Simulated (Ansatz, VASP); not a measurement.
# One calculation of Sn, two programs

Contents of INCAR:

```
PREC     = Accurate       # precision mode
ENCUT    = 520            # plane-wave cutoff, eV
EDIFF    = 1E-6           # SCF threshold, eV
ISMEAR   = -1             # smearing method
SIGMA    = 0.05           # smearing width, eV
LREAL    = F              # projectors in reciprocal space
LASPH    = T              # aspherical terms in the spheres
NELM     = 80             # most SCF steps
ALGO     = Normal         # electronic algorithm
ISIF     = 2              # what is computed and relaxed
LWAVE    = F              # write WAVECAR
LCHARG   = F              # write CHGCAR
GGA      = PS             # functional
NBANDS   = 21             # bands
```

File KPOINTS:

```
regular mesh
0
Gamma
  11 11 11
```

POSCAR

```
Sn
1.0
   -0.0649120000      3.2131440000      3.2131440000
    3.2131440000     -0.0649120000      3.2131440000
    3.2131440000      3.2131440000     -0.0649120000
Sn
2
Direct
    0.5000000000      0.5000000000      0.5000000000
    0.7500000000      0.7500000000      0.7500000000
```

Input for Ansatz:

```yaml
crystal:
  lattice:
    - [-0.064912, 3.213144, 3.213144]
    - [3.213144, -0.064912, 3.213144]
    - [3.213144, 3.213144, -0.064912]
  atoms:
    - { symbol: Sn, position: [0.5, 0.5, 0.5] }
    - { symbol: Sn, position: [0.75, 0.75, 0.75] }
kpoints:
  mp_grid: { grid: [11, 11, 11] }
  band_path:
    path:
      - [0.0, 0.0, 0.0]
      - [0.5, 0.5, 0.5]
      - [0.2551801333, 0.5, 0.7448198667]
      - [-0.2551801333, 0.2551801333, 0.5]
      - [0.0, 0.0, 0.5]
      - [0.0, 0.0, 0.0]
      - [-0.3775900666, 0.0, 0.3775900666]
      - [0.0, 0.3775900666, 0.6224099334]
      - [0.0, 0.5, 0.5]
    npoints: 5
scf:
  occupations: { method: fermi_dirac, width: 0.05 }
hamiltonian:
  xc: pbesol
  pseudopotentials: { kind: all_electron, lapw: { basis_error: 0.001 } }
output:
  forces: true
  stress: true
  eigenvalues: true
```

Change from the starting cell: equal xy, yz and zx shear strains of -2 %.

Alike in both runs: task single point; functional PBEsol; k mesh 11 × 11 × 11; occupations fermi-dirac, width 0.05 eV; no spin polarisation.

|  | VASP | Ansatz |
| --- | --- | --- |
| version | VASP 6.6.1 | Ansatz 0.2.0 |
| potentials or method | VASP PAW PBE potentials, release 64 (Sn_d), cutoff 520 eV | all-electron LAPW, scalar-relativistic |

Ansatz gave:

- pressure (GPa): 1.1
- traceless stress, the component that is largest in VASP (GPa): 1.09
- rms of the force components (eV/Å): 0.201

Task: What did VASP give for the same quantities?

Result: Pressure (GPa): 1.0; traceless stress, the component that is largest in VASP (GPa): 1.09; rms of the force components (eV/Å): 0.201.

VASP's potentials were made for PBE, not for PBEsol. Atom by atom the forces differ by 0.000 eV/Å (rms over components). Ansatz ran all-electron here, and VASP with PAW potentials.
